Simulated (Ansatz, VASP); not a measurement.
# One calculation of InSb, two programs

```
In Sb
1.0
     0.00000    3.36150    3.36150
     3.36150    0.00000    3.36150
     3.36150    3.36150    0.00000
In Sb
1 1
Direct
  0.00000 0.00000 0.00000
  0.25000 0.25000 0.25000
```

Change from the starting cell: hydrostatic strain +2.5%.

Alike in both runs: task single point; functional r2SCAN; k mesh 6 × 6 × 6; occupations fermi-dirac, width 0.02 eV; no spin polarisation.

```csv
,VASP,Ansatz
version,VASP 6.6.1,Ansatz 0.2.0
potentials or method,"VASP PAW PBE potentials, release 64 (In_d, Sb)","plane waves, PAW"
plane-wave cutoff (eV),520,500
valence electrons in the cell,18,28
```

```tsv
	VASP	Ansatz	Ansatz less VASP
pressure (GPa)	-2.7	-2.7	+0.01
```

VASP's potentials were made for PBE, not for r2SCAN. With one functional, cell and mesh, what is left measures potentials, basis and numerics. VASP's potentials hold 18 valence electrons a cell and Ansatz's 28, so a difference there can come from the potentials and not from the codes.

Spin-orbit coupling is off throughout.
